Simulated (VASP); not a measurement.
The system is KSi2Sb3.

```
CELL_PARAMETERS angstrom
5.47688 0.00000 0.00000
-2.73844 4.74311 0.00000
0.00000 0.00000 6.44871
ATOMIC_POSITIONS crystal
K 0.00000 0.00000 0.00000
Si 0.33333 0.66667 0.50000
Si 0.66667 0.33333 0.50000
Sb 0.00000 0.00000 0.50000
Sb 0.33333 0.66667 0.00000
Sb 0.66667 0.33333 0.00000
```

The cell was built from a structure type or drawn by symmetry, and may not be a known phase.

- Program: VASP 6.6.1
- Task: relaxation of cell and atoms
- Functional: PBE
- Potentials or basis: VASP PAW PBE potentials, release 64 (K_sv, Si, Sb)
- Cutoff: 600 eV
- k mesh: 6 × 6 × 4
- Occupations: gaussian, width 0.1 eV
- Spin: no spin polarisation

At the start: pressure -1.3 GPa; volume 27.92 Å³/atom.

How do energy, volume and symmetry change on relaxing?

Over 5 steps the energy falls by 9.2 meV/atom and the volume is 26.83 Å³/atom (-3.9 %); space group P6/mmm (No. 191, to 0.1 Å) before and after.

The path:
```
step  energy change (eV)  largest force (eV/Å)  pressure (GPa)  volume (Å³)
   1              0.0000                0.0000           -1.29       167.52
   2             -0.0502                0.0000           -0.20       162.13
   3             -0.0540                0.0000            0.20       160.42
   4             -0.0540                0.0000            0.24       160.28
   5             -0.0553                0.0000            0.00       161.01
```

Final structure:
```cif
data_structure
_symmetry_space_group_name_H-M 'P 1'
_symmetry_Int_Tables_number 1
_cell_length_a 5.4645
_cell_length_b 5.4645
_cell_length_c 6.2259
_cell_angle_alpha 90.000
_cell_angle_beta 90.000
_cell_angle_gamma 120.000
_cell_volume 161.01
loop_
_atom_site_label
_atom_site_type_symbol
_atom_site_fract_x
_atom_site_fract_y
_atom_site_fract_z
_atom_site_occupancy
K1 K 0.00000 0.00000 0.00000 1
Si1 Si 0.33333 0.66667 0.50000 1
Si2 Si 0.66667 0.33333 0.50000 1
Sb1 Sb 0.00000 0.00000 0.50000 1
Sb2 Sb 0.33333 0.66667 0.00000 1
Sb3 Sb 0.66667 0.33333 0.00000 1
```
